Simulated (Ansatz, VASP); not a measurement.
# Two plane-wave programs on Sr2AlO

```
Sr Al O
1.0
     1.88570    1.08871    8.22293
    -1.88570    1.08871    8.22293
     0.00000   -2.17742    8.22293
Sr Al O
2 1 1
Direct
  0.27341 0.27341 0.27341
  0.72659 0.72659 0.72659
  0.50000 0.50000 0.50000
  0.00000 0.00000 0.00000
```

Alike in both runs: task single point; functional PBE; k mesh 6 × 6 × 6; occupations gaussian, width 0.1 eV; no spin polarisation.

|  | VASP | Ansatz |
| --- | --- | --- |
| version | VASP 6.6.1 | Ansatz 0.2.0 |
| potentials or method | VASP PAW PBE potentials, release 64 (Sr_sv, Al, O), cutoff 600 eV | scalar-relativistic, plane waves, PAW |
| valence electrons in the cell | 29 | 29 |

VASP gave:

- gap on the k mesh at the Fermi level (eV): none
- pressure (GPa): -0.1
- traceless stress, the component that is largest in VASP (GPa): 0.06
- rms of the force components (eV/Å): 0.035

What did Ansatz give for the same quantities?

gap on the k mesh at the Fermi level (eV): none; pressure (GPa): -0.2; traceless stress, the component that is largest in VASP (GPa): 0.06; rms of the force components (eV/Å): 0.023.

Atom by atom the forces differ by 0.012 eV/Å (rms over components). A gap of «none» marks a metal or a gap that the smearing closes.
